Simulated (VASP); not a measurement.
# VH2 (Fm-3m) in VASP: relaxation of cell and atoms with PBEsol

Aim: the relaxation of cell and atoms of VH2 with PBEsol.

Everything below comes from runs of VASP 6.6.1. Logs are shortened: lines on timing, memory, paths and dates and some standing lists are left out, and cuts for length are marked.

**1. The cell of the first run**

It takes space group Fm-3m (No. 225, cubic). Conventional cell: a = 4.382 Å, b = 4.382 Å, c = 4.382 Å, α = 90.00°, β = 90.00°, γ = 90.00°. Within 2.5 Å of V (site symmetry m-3m) lie 8 H at 1.90 Å. Within 2.5 Å of H (site symmetry -43m) lie 4 V at 1.90 Å and 6 H at 2.19 Å.

**2. Relaxation of cell and atoms, PBEsol, collinear spin, ferromagnetic start**

INCAR reads:

```
SYSTEM = VH2
  PREC = Accurate
  ENCUT = 600
  EDIFF = 1E-6
  ISMEAR = -1
  SIGMA = 0.05
  LREAL = .False.
  LASPH = .True.
  NELM = 150
  ALGO = Normal
  ISIF = 3
  LWAVE = .False.
  LCHARG = .False.
  ISPIN = 2
  MAGMOM = 1.5 0 0
  LORBIT = 11
  LMAXMIX = 4
  GGA = PS
  IBRION = 2
  NSW = 100
  EDIFFG = -0.005
```

KPOINTS reads:

```
regular mesh
0
Gamma
  13 13 13
  0 0 0
```

POSCAR reads:

```
VH2
1.0
    0.0000000000      2.1909921805      2.1909921805
    2.1909921805      0.0000000000      2.1909921805
    2.1909921805      2.1909921805      0.0000000000
V H
1 2
Direct
    0.0000000000      0.0000000000      0.0000000000
    0.2500000000      0.2500000000      0.2500000000
    0.7500000000      0.7500000000      0.7500000000
```

Potentials or basis: VASP PAW PBE potentials, release 64 (V_sv, H).

Started as:

```
> cat potpaw_PBE.64/V_sv/POTCAR potpaw_PBE.64/H/POTCAR > POTCAR
> mpirun -np 1 vasp_std > vasp.out
```

OUTCAR:

```text
SYSTEM = VH2
   PREC = Accurate
   ENCUT = 600
   EDIFF = 1E-6
   ISMEAR = -1
   LREAL = .False.
   LASPH = .True.
   NELM = 150
   ISIF = 3
   ISPIN = 2
   LORBIT = 11
   GGA = PS
   IBRION = 2
   NSW = 100
   EDIFFG = -0.005

 ion  position               nearest neighbor table
   1  0.000  0.000  0.000-   3 1.90   3 1.90   3 1.90   2 1.90   2 1.90   2 1.90   3 1.90   2 1.90

   2  0.250  0.250  0.250-   1 1.90   1 1.90   1 1.90   1 1.90
   3  0.750  0.750  0.750-   1 1.90   1 1.90   1 1.90   1 1.90

  LATTYP: Found a face centered cubic cell.
 ALAT       =     4.3819843610

  Lattice vectors:

 A1 = (   0.0000000000,   2.1909921805,   2.1909921805)
 A2 = (   2.1909921805,   0.0000000000,   2.1909921805)
 A3 = (   2.1909921805,   2.1909921805,   0.0000000000)

Analysis of symmetry for initial positions (statically):
=====================================================================
 Subroutine PRICEL returns:
 Original cell was already a primitive cell.

 Routine SETGRP: Setting up the symmetry group for a
 face centered cubic supercell.

 Subroutine GETGRP returns: Found 48 space group operations
 (whereof 48 operations were pure point group operations)
 out of a pool of 48 trial point group operations.

The static configuration has the point symmetry O_h .

Analysis of symmetry for dynamics (positions and initial velocities):
=====================================================================
 Subroutine PRICEL returns:
 Original cell was already a primitive cell.

 Routine SETGRP: Setting up the symmetry group for a
 face centered cubic supercell.

 Subroutine GETGRP returns: Found 48 space group operations
 (whereof 48 operations were pure point group operations)
 out of a pool of 48 trial point group operations.

The dynamic configuration has the point symmetry O_h .

Analysis of structural, dynamic, and magnetic symmetry:
=====================================================================
 Subroutine PRICEL returns:
 Original cell was already a primitive cell.

 Routine SETGRP: Setting up the symmetry group for a
 face centered cubic supercell.

 Subroutine GETGRP returns: Found 48 space group operations
 (whereof 48 operations were pure point group operations)
 out of a pool of 48 trial point group operations.

The overall configuration has the point symmetry O_h .

 Subroutine INISYM returns: Found 48 space group operations
 (whereof 48 operations are pure point group operations),
 and found     1 'primitive' translations

----------------------------------------------------------------------------------------

                                     Primitive cell

  volume of cell :      21.0355

  direct lattice vectors                    reciprocal lattice vectors
     0.000000000  2.190992180  2.190992180    -0.228207113  0.228207113  0.228207113
     2.190992180  0.000000000  2.190992180     0.228207113 -0.228207113  0.228207113
     2.190992180  2.190992180  0.000000000     0.228207113  0.228207113 -0.228207113

  length of vectors
     3.098530857  3.098530857  3.098530857     0.395266314  0.395266314  0.395266314

  position of ions in fractional coordinates (direct lattice)
     0.000000000  0.000000000  0.000000000
     0.250000000  0.250000000  0.250000000
     0.750000000  0.750000000  0.750000000

  ion indices of the primitive-cell ions
   primitive index   ion index
                 1           1
                 2           2
                 3           3

----------------------------------------------------------------------------------------

 KPOINTS: regular mesh

Automatic generation of k-mesh.
 Grid dimensions read from file:
 generate k-points for:   13   13   13

 Generating k-lattice:

  Cartesian coordinates                     Fractional coordinates (reciprocal lattice)
    -0.017554393  0.017554393  0.017554393     0.076923077  0.000000000  0.000000000
     0.017554393 -0.017554393  0.017554393     0.000000000  0.076923077  0.000000000
     0.017554393  0.017554393 -0.017554393     0.000000000  0.000000000  0.076923077

  Length of vectors
     0.030405101  0.030405101  0.030405101

  Shift w.r.t. Gamma in fractional coordinates (k-lattice)
     0.000000000  0.000000000  0.000000000

 Subroutine IBZKPT returns following result:
 ===========================================

 Found     84 irreducible k-points:

 Following reciprocal coordinates:
            Coordinates               Weight
  0.000000  0.000000  0.000000      1.000000
  0.076923  0.000000  0.000000      8.000000
  0.153846  0.000000  0.000000      8.000000
  0.230769  0.000000  0.000000      8.000000
  0.307692  0.000000  0.000000      8.000000
  0.384615  0.000000  0.000000      8.000000
[... 16 lines left out ...]
  0.384615  0.153846  0.000000     24.000000
  0.461538  0.153846  0.000000     24.000000
 [... further k-points ...]
   k-points           NKPTS =     84   k-points in BZ     NKDIM =     84   number of bands    NBANDS=     12
   number of dos      NEDOS =    301   number of ions     NIONS =      3
   total plane-waves  NPLWV =  21952
   dimension x,y,z NGX =    28 NGY =   28 NGZ =   28
   dimension x,y,z NGXF=    56 NGYF=   56 NGZF=   56
   ions per type =               1   2
   NGX,Y,Z   is equivalent  to a cutoff of  15.02, 15.02, 15.02 a.u.
   NGXF,Y,Z  is equivalent  to a cutoff of  30.05, 30.05, 30.05 a.u.
 SYSTEM =  VH2
   PREC   = accura    normal or accurate (medium, high low for compatibility)
   ISTART =      0    job   : 0-new  1-cont  2-samecut
   ICHARG =      2    charge: 1-file 2-atom 10-const
   ISPIN  =      2    spin polarized calculation?
   LNONCOLLINEAR =      F non collinear calculations
   LSORBIT =      F    spin-orbit coupling
   LASPH  =      T    aspherical Exc in radial PAW
   ENCUT  =  600.0 eV  44.10 Ry    6.64 a.u.   6.19  6.19  6.19*2*pi/ulx,y,z
   NELM   =    150;   NELMIN=  2; NELMDL= -5     # of ELM steps
   EDIFF  = 0.1E-05   stopping-criterion for ELM
   LREAL  =      F    real-space projection
   EDIFFG = -.5E-02   stopping-criterion for IOM
   NSW    =    100    number of steps for IOM
   IBRION =      2    ionic relax: 0-MD 1-quasi-New 2-CG
   NFREE  =      1    steps in history (QN), initial steepest desc. (CG)
   ISIF   =      3    stress and relaxation
   ISYM   =      2    0-nonsym 1-usesym 2-fastsym
   POTIM  = 0.5000    time-step for ionic-motion
   TEBEG  =    0.0;   TEEND  =   0.0 temperature during run
   PSTRESS=    0.0 pullay stress
   NELECT =      15.0000    total number of electrons
   NUPDOWN=      -1.0000    fix difference up-down
   EMIN   =  10.00;   EMAX   =-10.00  energy-range for DOS
   EFERMI =   0.00;   METHOD = LEGACY
   ISMEAR =    -1;   SIGMA  =   0.05  broadening in eV -4-tet -1-fermi 0-gaus
   EFERMI_NEDOS =   21; number of points for ismear=-14 and -15
   IALGO  =     38    algorithm
   IMIX   =      4    mixing-type and parameters
     AMIX     =   0.40;   BMIX     =  1.00
     AMIX_MAG =   1.60;   BMIX_MAG =  1.00
  volume/ion in A,a.u.               =       7.01        47.32
  Fermi-wavevector in a.u.,A,eV,Ry     =   1.462585  2.763885 29.104966  2.139155
  Thomas-Fermi vector in A             =   2.578781
   LORBIT       =     11    0 simple, 1 ext, 2 COOP (PROOUT), +10 PAW based schemes
   GGA     = PS    functional components
   LHFCALC =     F    Hartree Fock is set to
   AEXX    =    0.0000 exact exchange contribution
   IVDW    =     0    specifies the selected vdW correction
   LEPSILON=     F    determine dielectric tensor
   LRPA    =     F    only Hartree local field effects (RPA)
 conjugate gradient relaxation of ions
 spin polarized calculation
  energy-cutoff  :      600.00
  volume of cell :       21.04
 maximum number of plane-waves:       725
 NGX is ok and might be reduce to    28
   NGX = 13   NGY = 13   NGZ = 13

--------------------------------------- Ionic step        1  -------------------------------------------

 number of electron      15.0000002 magnetization       0.0014536

 Free energy of the ion-electron system (eV)
  ---------------------------------------------------
  ext. energy  EPLUGINS =         0.00000000
  ---------------------------------------------------
  free energy    TOTEN  =       -16.86812123 eV

  energy without entropy =      -16.85381171  energy(sigma->0) =      -16.86096647

------------------------ aborting loop because EDIFF is reached ----------------------------------------

  FORCE on cell =-STRESS in cart. coord.  units (eV):
  Direction    XX          YY          ZZ          XY          YZ          ZX
  --------------------------------------------------------------------------------------
  -------------------------------------------------------------------------------------
  Total       -2.7803255     -2.7803255     -2.7803255      0.0000000      0.0000000      0.0000000
  in kB     -211.7647905   -211.7647905   -211.7647905      0.0000000      0.0000000      0.0000000
  external PRESSURE =    -211.7647905 kB  Pullay stress =       0.0000000 kB

 VOLUME and BASIS-vectors are now :
 -----------------------------------------------------------------------------
  energy-cutoff  :      600.00
  volume of cell :       21.04
      direct lattice vectors                 reciprocal lattice vectors
     0.000000000  2.190992180  2.190992180    -0.228207113  0.228207113  0.228207113
     2.190992180  0.000000000  2.190992180     0.228207113 -0.228207113  0.228207113
     2.190992180  2.190992180  0.000000000     0.228207113  0.228207113 -0.228207113
[... 48 lines left out ...]
  FREE ENERGIE OF THE ION-ELECTRON SYSTEM (eV)
  ---------------------------------------------------
  free  energy   TOTEN  =       -17.0887601044 eV

  energy  without entropy=      -17.0767079239  energy(sigma->0) =      -17.08273401

--------------------------------------- Ionic step        3  -------------------------------------------

 number of electron      15.0000002 magnetization      -0.0000022

 number of electron      15.0000002 magnetization       0.0000013

 Free energy of the ion-electron system (eV)
  ---------------------------------------------------
  ext. energy  EPLUGINS =         0.00000000
  ---------------------------------------------------
  free energy    TOTEN  =       -17.09098893 eV

  energy without entropy =      -17.07913959  energy(sigma->0) =      -17.08506426

 E-fermi :   8.7487     XC(G=0): -12.6611

 val. band max:        8.7450807139   @ k =  -0.4615   0.2308   0.0000
 cond. band min:       8.7739084662   @ k =   0.2308   0.1538   0.0000
 fundamental gap:      0.0288277523
 Fermi energy:         8.7486616059

 spin component 1

 k-point     1 :       0.0000    0.0000    0.0000
  band No.  band energies     occupation
      1     -55.5101      1.00000
      2     -29.2802      1.00000
      3     -29.2802      1.00000
      4     -29.2802      1.00000
      5      -2.9937      1.00000
      6       7.7210      1.00000
      7       7.7210      1.00000
      8       7.7210      1.00000
      9       9.5808      0.00000
     10       9.5808      0.00000
     11      10.1059      0.00000
     12      25.2007      0.00000

 k-point     2 :       0.0769    0.0000    0.0000
  band No.  band energies     occupation
      1     -55.5063      1.00000
      2     -29.3056      1.00000
      3     -29.2833      1.00000
      4     -29.2833      1.00000
      5      -2.8281      1.00000
      6       6.9837      1.00000
      7       7.7850      1.00000
      8       7.7850      1.00000
      9       9.5437      0.00000
     10       9.5437      0.00000
     11      10.9411      0.00000
     12      23.5333      0.00000
[... 316 lines left out ...]
 k-point    24 :       0.4615    0.1538    0.0000
  band No.  band energies     occupation
      1     -55.4416      1.00000
      2     -29.6587      1.00000
      3     -29.3837      1.00000
      4     -29.3556      1.00000
      5       0.7750      1.00000
      6       3.0272      1.00000
      7       7.2877      1.00000
      8       8.3176      0.99982
      9      10.3178      0.00000
     10      10.4340      0.00000
     11      13.7056      0.00000
     12      17.5948      0.00000

 [... further k-points ...]

 spin component 2

 k-point     1 :       0.0000    0.0000    0.0000
  band No.  band energies     occupation
      1     -55.5101      1.00000
      2     -29.2802      1.00000
      3     -29.2802      1.00000
      4     -29.2802      1.00000
      5      -2.9937      1.00000
      6       7.7210      1.00000
      7       7.7210      1.00000
      8       7.7210      1.00000
      9       9.5808      0.00000
     10       9.5808      0.00000
     11      10.1059      0.00000
     12      25.2007      0.00000

 k-point     2 :       0.0769    0.0000    0.0000
  band No.  band energies     occupation
      1     -55.5063      1.00000
      2     -29.3056      1.00000
      3     -29.2833      1.00000
      4     -29.2833      1.00000
      5      -2.8281      1.00000
      6       6.9837      1.00000
      7       7.7850      1.00000
      8       7.7850      1.00000
      9       9.5437      0.00000
     10       9.5437      0.00000
     11      10.9411      0.00000
     12      23.5333      0.00000
[... 352 lines left out ...]
 POSITION                                       TOTAL-FORCE (eV/Angst)
 -----------------------------------------------------------------------------------
      0.00000      0.00000      0.00000         0.000000      0.000000     -0.000000
      1.04166      1.04166      1.04166        -0.000000     -0.000000     -0.000000
      3.12498      3.12498      3.12498         0.000000      0.000000      0.000000
 -----------------------------------------------------------------------------------
    total drift:                               -0.000000     -0.000000      0.000000

  FREE ENERGIE OF THE ION-ELECTRON SYSTEM (eV)
  ---------------------------------------------------
  free  energy   TOTEN  =       -17.0909889260 eV

  energy  without entropy=      -17.0791395896  energy(sigma->0) =      -17.08506426

 reached required accuracy - stopping structural energy minimisation

 total charge

# of ion       s       p       d       tot
------------------------------------------
    1        2.227   6.248   3.233  11.708
    2        0.579   0.031   0.000   0.610
    3        0.579   0.031   0.000   0.610
--------------------------------------------------
tot          3.385   6.309   3.233  12.928

 magnetization (x)

# of ion       s       p       d       tot
------------------------------------------
    1       -0.000  -0.000  -0.000  -0.000
    2        0.000   0.000   0.000   0.000
    3        0.000   0.000   0.000   0.000
--------------------------------------------------
tot          0.000  -0.000  -0.000  -0.000
```

Wall time 73 s (1 thread of Intel Xeon 6975P-C (Granite Rapids), shared host); peak memory 0.21 GiB.

What came out:

```yaml
Free_energy: -17.0910 eV
Relaxed_volume: 6.03 Å³/atom
Relaxed_cell: a = 2.946 Å, b = 2.946 Å, c = 2.946 Å, α = 60.00°, β = 60.00°, γ = 60.00°
Space_group_after_relaxing_to_0.1_Å: Fm-3m (No. 225)
Energy_gained_by_relaxing: 74.3 meV/atom
Ionic_steps: 3
Pressure_after_relaxing: -0.1 GPa
Net_moment: 0.00 μB per cell
Valence_electrons_inside_the_program's_atomic_spheres: V 11.71; H 0.61
```

Step by step:
```tsv
step	energy change (eV)	largest force (eV/Å)	pressure (GPa)	volume (Å³)
1	0.0000	0.0000	-21.18	21.04
2	-0.2206	0.0000	-2.71	18.34
3	-0.2229	0.0000	-0.11	18.08
```

Final structure:
```cif
data_structure
_symmetry_space_group_name_H-M 'P 1'
_symmetry_Int_Tables_number 1
_cell_length_a 2.9463
_cell_length_b 2.9463
_cell_length_c 2.9463
_cell_angle_alpha 60.000
_cell_angle_beta 60.000
_cell_angle_gamma 60.000
_cell_volume 18.08
loop_
_atom_site_label
_atom_site_type_symbol
_atom_site_fract_x
_atom_site_fract_y
_atom_site_fract_z
_atom_site_occupancy
V1 V 0.00000 0.00000 0.00000 1
H1 H 0.25000 0.25000 0.25000 1
H2 H 0.75000 0.75000 0.75000 1
```

Caveat: the moments typed at the start vanished in this run; the PAW data sets were made with another functional, which shifts forces and pressure a little.
